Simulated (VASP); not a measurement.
# Ni in VASP: single point with PBEsol

Aim: the single point of Ni with PBEsol.

Program: VASP 6.6.1. These are calculated values, not measurements. Logs are shortened: lines on timing, memory, paths and dates and some standing lists are left out, and cuts for length are marked.

**1. The cell of the first run**

The cell holds a slab with vacuum, 7 atoms: a = 2.450 Å, b = 2.450 Å, c = 28.001 Å, α = 90.00°, β = 90.00°, γ = 120.00°.

**2. Single point, PBEsol, collinear spin, ferromagnetic start**

File INCAR:

```
SYSTEM = Ni
PREC     = Accurate       ! precision mode
ENCUT    = 520            ! plane-wave cutoff, eV
EDIFF    = 1E-6           ! SCF threshold, eV
ISMEAR   = -1             ! smearing method
SIGMA    = 0.1            ! smearing width, eV
LREAL    = .FALSE.        ! projectors in reciprocal space
LASPH    = .TRUE.         ! aspherical terms in the spheres
NELM     = 150            ! most SCF steps
ALGO     = Normal         ! electronic algorithm
ISIF     = 2              ! what is computed and relaxed
LWAVE    = .FALSE.        ! write WAVECAR
LCHARG   = .FALSE.        ! write CHGCAR
ISPIN    = 2              ! spin polarisation
MAGMOM   = 1 1 1 1 1 1 1  ! initial moments
LORBIT   = 11             ! projections on sites
LMAXMIX  = 4              ! l up to which the mixer works
LDIPOL   = .TRUE.       
IDIPOL   = 3            
DIPOL    = 0.5 0.5 0.500
GGA      = PS             ! functional
NBANDS   = 48             ! bands
```

File KPOINTS:

```
Automatic mesh
0
G
  15 15 1
  0 0 0
```

File POSCAR:

```
Ni
1.0
    2.4497650193      0.0000000000      0.0000000000
   -1.2248825097      2.1215587400      0.0000000000
    0.0000000000      0.0000000000     28.0013000000
Ni
7
Direct
    0.0000000000      0.0000000000      0.2866766141
    0.3333333333      0.6666666667      0.3571365265
    0.6666666667      0.3333333333      0.4285352688
    0.0000000000      0.0000000000      0.4999998524
    0.3333333333      0.6666666667      0.5714645271
    0.6666666667      0.3333333333      0.6428635251
    0.0000000000      0.0000000000      0.7133236856
```

Potentials or basis: VASP PAW PBE potentials, release 64 (Ni).

Run with:

```console
$ cat potpaw_PBE.64/Ni/POTCAR > POTCAR
$ mpirun -np 1 vasp_std > vasp.out
```

OUTCAR:

```text
SYSTEM = Ni
   PREC = Accurate
   ENCUT = 520
   EDIFF = 1E-6
   ISMEAR = -1
   LREAL = .FALSE.
   LASPH = .TRUE.
   NELM = 150
   ISIF = 2
   ISPIN = 2
   LORBIT = 11
   GGA = PS

 ion  position               nearest neighbor table
   1  0.000  0.000  0.287-   2 2.43   2 2.43   2 2.43
   2  0.333  0.667  0.357-   1 2.43   1 2.43   1 2.43   3 2.45   3 2.45   3 2.45
   3  0.667  0.333  0.429-   2 2.45   2 2.45   2 2.45   4 2.45   4 2.45   4 2.45
   4  0.000  0.000  0.500-   3 2.45   3 2.45   3 2.45   5 2.45   5 2.45   5 2.45
   5  0.333  0.667  0.571-   6 2.45   6 2.45   6 2.45   4 2.45   4 2.45   4 2.45
   6  0.667  0.333  0.643-   7 2.43   7 2.43   7 2.43   5 2.45   5 2.45   5 2.45
   7  0.000  0.000  0.713-   6 2.43   6 2.43   6 2.43

  LATTYP: Found a hexagonal cell.
 ALAT       =     2.4497650193
 C/A-ratio  =    11.4301983167

  Lattice vectors:

 A1 = (   2.4497650193,   0.0000000000,   0.0000000000)
 A2 = (  -1.2248825097,   2.1215587400,   0.0000000000)
 A3 = (   0.0000000000,   0.0000000000,  28.0013000000)

Analysis of symmetry for initial positions (statically):
=====================================================================
 Subroutine PRICEL returns:
 Original cell was already a primitive cell.

 Routine SETGRP: Setting up the symmetry group for a
 hexagonal supercell.

 Subroutine GETGRP returns: Found 12 space group operations
 (whereof 12 operations were pure point group operations)
 out of a pool of 24 trial point group operations.

The static configuration has the point symmetry D_3d.

Analysis of symmetry for dynamics (positions and initial velocities):
=====================================================================
 Subroutine PRICEL returns:
 Original cell was already a primitive cell.

 Routine SETGRP: Setting up the symmetry group for a
 hexagonal supercell.

 Subroutine GETGRP returns: Found 12 space group operations
 (whereof 12 operations were pure point group operations)
 out of a pool of 24 trial point group operations.

The dynamic configuration has the point symmetry D_3d.

Analysis of structural, dynamic, and magnetic symmetry:
=====================================================================
 Subroutine PRICEL returns:
 Original cell was already a primitive cell.

 Routine SETGRP: Setting up the symmetry group for a
 hexagonal supercell.

 Subroutine GETGRP returns: Found 12 space group operations
 (whereof 12 operations were pure point group operations)
 out of a pool of 24 trial point group operations.

The overall configuration has the point symmetry D_3d.

 Subroutine INISYM returns: Found 12 space group operations
 (whereof 12 operations are pure point group operations),
 and found     1 'primitive' translations

----------------------------------------------------------------------------------------

                                     Primitive cell

  volume of cell :     145.5317

  direct lattice vectors                    reciprocal lattice vectors
     2.449765019  0.000000000  0.000000000     0.408202416  0.235675775  0.000000000
    -1.224882510  2.121558740  0.000000000     0.000000000  0.471351550  0.000000000
     0.000000000  0.000000000 28.001300000     0.000000000  0.000000000  0.035712628

  length of vectors
     2.449765019  2.449765019 28.001300000     0.471351550  0.471351550  0.035712628

  position of ions in fractional coordinates (direct lattice)
     0.000000000  0.000000000  0.286676614
     0.333333333  0.666666667  0.357136526
     0.666666667  0.333333333  0.428535269
     0.000000000  0.000000000  0.499999852
     0.333333333  0.666666667  0.571464527
     0.666666667  0.333333333  0.642863525
     0.000000000  0.000000000  0.713323686

  ion indices of the primitive-cell ions
   primitive index   ion index
                 1           1
                 2           2
                 3           3
                 4           4
                 5           5
                 6           6
                 7           7

----------------------------------------------------------------------------------------

 KPOINTS: Automatic mesh

Automatic generation of k-mesh.
 Grid dimensions read from file:
 generate k-points for:   15   15    1

 Generating k-lattice:
[... 52 lines left out ...]
 SYSTEM =  Ni
   PREC   = accura    normal or accurate (medium, high low for compatibility)
   ISTART =      0    job   : 0-new  1-cont  2-samecut
   ICHARG =      2    charge: 1-file 2-atom 10-const
   ISPIN  =      2    spin polarized calculation?
   LNONCOLLINEAR =      F non collinear calculations
   LSORBIT =      F    spin-orbit coupling
   LASPH  =      T    aspherical Exc in radial PAW
   ENCUT  =  520.0 eV  38.22 Ry    6.18 a.u.   4.55  4.55 52.06*2*pi/ulx,y,z
   NELM   =    150;   NELMIN=  2; NELMDL= -5     # of ELM steps
   EDIFF  = 0.1E-05   stopping-criterion for ELM
   LREAL  =      F    real-space projection
   EDIFFG = 0.1E-04   stopping-criterion for IOM
   NSW    =      0    number of steps for IOM
   IBRION =     -1    ionic relax: 0-MD 1-quasi-New 2-CG
   NFREE  =      0    steps in history (QN), initial steepest desc. (CG)
   ISIF   =      2    stress and relaxation
   ISYM   =      2    0-nonsym 1-usesym 2-fastsym
   POTIM  = 0.5000    time-step for ionic-motion
   TEBEG  =    0.0;   TEEND  =   0.0 temperature during run
   PSTRESS=    0.0 pullay stress
   NELECT =      70.0000    total number of electrons
   NUPDOWN=      -1.0000    fix difference up-down
   EMIN   =  10.00;   EMAX   =-10.00  energy-range for DOS
   EFERMI =   0.00;   METHOD = LEGACY
   ISMEAR =    -1;   SIGMA  =   0.10  broadening in eV -4-tet -1-fermi 0-gaus
   EFERMI_NEDOS =   21; number of points for ismear=-14 and -15
   IALGO  =     38    algorithm
   IMIX   =      4    mixing-type and parameters
     AMIX     =   0.40;   BMIX     =  1.00
     AMIX_MAG =   1.60;   BMIX_MAG =  1.00
  volume/ion in A,a.u.               =      20.79       140.30
  Fermi-wavevector in a.u.,A,eV,Ry     =   1.282690  2.423932 22.385569  1.645293
  Thomas-Fermi vector in A             =   2.414986
   LORBIT       =     11    0 simple, 1 ext, 2 COOP (PROOUT), +10 PAW based schemes
   GGA     = PS    functional components
   LHFCALC =     F    Hartree Fock is set to
   AEXX    =    0.0000 exact exchange contribution
   IVDW    =     0    specifies the selected vdW correction
   LEPSILON=     F    determine dielectric tensor
   LRPA    =     F    only Hartree local field effects (RPA)
 spin polarized calculation
  energy-cutoff  :      520.00
  volume of cell :      145.53
 maximum number of plane-waves:      3975
   NGX =  9   NGY =  9   NGZ =105

 dipolmoment           0.000000      0.000000     -0.000000 electrons x Angstroem

 number of electron      69.9999946 magnetization       4.4590874

 dipolmoment           0.000000      0.000000      0.000000 electrons x Angstroem

 Free energy of the ion-electron system (eV)
  ---------------------------------------------------
  ext. energy  EPLUGINS =         0.00000000
  ---------------------------------------------------
  free energy    TOTEN  =       -41.65687887 eV

  energy without entropy =      -41.27397031  energy(sigma->0) =      -41.46542459

 E-fermi :   2.3624     XC(G=0):  -7.5128

 val. band max:        2.3617951449   @ k =   0.2000   0.1333   0.0000
 cond. band min:       2.3628111856   @ k =   0.4000   0.1333   0.0000
 fundamental gap:      0.0010160406
 Fermi energy:         2.3624472742

 spin component 1

 k-point     1 :       0.0000    0.0000    0.0000
  band No.  band energies     occupation
      1      -6.8421      1.00000
      2      -6.3282      1.00000
      3      -5.4827      1.00000
      4      -4.4411      1.00000
      5      -3.4553      1.00000
      6      -2.8975      1.00000
[... 1189 lines left out ...]
     46      10.6363      0.00000
     47      11.4129      0.00000

 [... further k-points ...]

 spin component 2

 k-point     1 :       0.0000    0.0000    0.0000
  band No.  band energies     occupation
      1      -6.8474      1.00000
      2      -6.3317      1.00000
      3      -5.4796      1.00000
      4      -4.4122      1.00000
      5      -3.3399      1.00000
      6      -2.6171      1.00000
[... 1189 lines left out ...]
     46      10.8251      0.00000
     47      11.6063      0.00000

 [... further k-points ...]

 [bands above 47 left out]

------------------------ aborting loop because EDIFF is reached ----------------------------------------

 vacuum level on the upper side and lower side of the slab       (xc-potential included)        -0.015        -0.015

  FORCE on cell =-STRESS in cart. coord.  units (eV):
  Direction    XX          YY          ZZ          XY          YZ          ZX
  --------------------------------------------------------------------------------------
  -------------------------------------------------------------------------------------
  Total       -1.5733839     -1.5733839     -0.0055420      0.0000000      0.0000000      0.0000000
  in kB      -17.3215840    -17.3215840     -0.0610122      0.0000000      0.0000000      0.0000000
  external PRESSURE =     -11.5680601 kB  Pullay stress =       0.0000000 kB

 VOLUME and BASIS-vectors are now :
 -----------------------------------------------------------------------------
  energy-cutoff  :      520.00
  volume of cell :      145.53
      direct lattice vectors                 reciprocal lattice vectors
     2.449765019  0.000000000  0.000000000     0.408202416  0.235675775  0.000000000
    -1.224882510  2.121558740  0.000000000     0.000000000  0.471351550  0.000000000
     0.000000000  0.000000000 28.001300000     0.000000000  0.000000000  0.035712628

 POSITION                                       TOTAL-FORCE (eV/Angst)
 -----------------------------------------------------------------------------------
      0.00000      0.00000      8.02732        -0.000000      0.000000     -0.002317
     -0.00000      1.41437     10.00029         0.000000      0.000000      0.002794
      1.22488      0.70719     11.99954         0.000000      0.000000     -0.000271
      0.00000      0.00000     14.00065        -0.000000      0.000000      0.000000
     -0.00000      1.41437     16.00175        -0.000000      0.000000      0.000271
      1.22488      0.70719     18.00101        -0.000000      0.000000     -0.002794
      0.00000      0.00000     19.97399         0.000000      0.000000      0.002317
 -----------------------------------------------------------------------------------
    total drift:                               -0.000000      0.000000      0.000108

  FREE ENERGIE OF THE ION-ELECTRON SYSTEM (eV)
  ---------------------------------------------------
  free  energy   TOTEN  =       -41.6568788677 eV

  energy  without entropy=      -41.2739703111  energy(sigma->0) =      -41.46542459

 vacuum level on the upper side and lower side of the slab         7.558         7.558

 total charge

# of ion       s       p       d       tot
------------------------------------------
    1        0.512   0.424   8.317   9.253
    2        0.519   0.549   8.336   9.404
    3        0.521   0.544   8.333   9.399
    4        0.520   0.545   8.334   9.399
    5        0.521   0.544   8.333   9.399
    6        0.519   0.549   8.336   9.404
    7        0.512   0.424   8.317   9.253
--------------------------------------------------
tot          3.625   3.579  58.306  65.510

 magnetization (x)

# of ion       s       p       d       tot
------------------------------------------
    1       -0.005  -0.022   0.695   0.668
    2       -0.006  -0.024   0.693   0.662
    3       -0.006  -0.023   0.647   0.618
    4       -0.006  -0.023   0.643   0.613
    5       -0.006  -0.023   0.647   0.618
    6       -0.006  -0.024   0.693   0.662
    7       -0.005  -0.022   0.695   0.668
--------------------------------------------------
tot         -0.040  -0.162   4.712   4.510
```

Run time: 26 min. Hardware: 1 thread of Intel Xeon Platinum 8259CL at 2.50GHz (Skylake/Cascade Lake), shared host; peak memory 0.46 GiB.

Results:

```yaml
Free_energy: -41.6569 eV
Net_moment: 4.46 μB per cell
Site_moments: Ni +0.67, +0.66, +0.62, +0.61 (each value once) μB
Valence_electrons_inside_the_program's_atomic_spheres: Ni 9.25, 9.40 (each value once)
```

Forces in eV/Å, atoms in the order of the input:
```
Ni   0.000  0.000 -0.002
Ni   0.000  0.000  0.003
Ni   0.000  0.000  0.000
Ni   0.000  0.000  0.000
Ni   0.000  0.000  0.000
Ni   0.000  0.000 -0.003
Ni   0.000  0.000  0.002
```

Caveat: the PAW data sets were made with another functional, which shifts forces and pressure a little.
